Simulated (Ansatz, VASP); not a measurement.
**SiC in VASP and in Ansatz**

Contents of INCAR:

```
ALGO = Normal
EDIFF = 1E-7
EDIFFG = -0.002
ENCUT = 520
GGA = PS
GGA_COMPAT = F
IBRION = 2
ISIF = 2
ISMEAR = 0
LASPH = T
LCHARG = F
LREAL = F
LWAVE = F
NELM = 120
NELMIN = 4
NSW = 60
PREC = Accurate
SIGMA = 0.02
```

The input KPOINTS:

```
k-points
0
Gamma
  10 10 10
```

File POSCAR:

```
SiC
1.0
    0.0106677765      2.1895744417      2.1668292503
    2.1895744417      0.0106677765      2.1668292503
    2.2002422182      2.2002422182      0.0000000000
Si C
1 1
Direct
    0.0001587648      0.0001587648     -0.0001587648
    0.2498412352      0.2498412352      0.2501587648
```

Input for Ansatz:

```yaml
crystal:
  lattice:
    - [0.0106677765, 2.1895744417, 2.1668292503]
    - [2.1895744417, 0.0106677765, 2.1668292503]
    - [2.2002422182, 2.2002422182, 0.0]
  atoms:
    - { symbol: Si, position: [0.0001587648, 0.0001587648, -0.0001587648] }
    - { symbol: C, position: [0.2498412352, 0.2498412352, 0.2501587648] }
basis:
  ecutwfc: 600.0
kpoints:
  mp_grid: { grid: [10, 10, 10] }
hamiltonian:
  xc: pbesol
  pseudopotentials: { kind: paw, azcp: { folder: soft_1 } }
scf:
  occupations: { method: gaussian, width: 0.02 }
output:
  forces: true
  stress: true
  eigenvalues: true
relax:
  adjacent_minimum: "off"
  f_tol: 0.002
  max_steps: 40
```

Change from the starting cell: strained cell.

Alike in both runs: task relaxation of the atoms; functional PBEsol; k mesh 10 × 10 × 10; occupations gaussian, width 0.02 eV; no spin polarisation.

```csv
,VASP,Ansatz
version,VASP 6.6.1,Ansatz 0.2.0
potentials or method,"VASP PAW PBE potentials, release 64 (Si, C), cutoff 520 eV","scalar-relativistic, plane waves, PAW"
valence electrons in the cell,8,8
```

|  | VASP | Ansatz | Ansatz less VASP |
| --- | --- | --- | --- |
| gap on the k mesh at the Fermi level, each at its own relaxed structure (eV) | 1.12 | 1.13 | +0.010 |

VASP's potentials were made for PBE, not for PBEsol, and Ansatz warns of the same on its side. Ansatz's warnings: stress scf threshold loose.
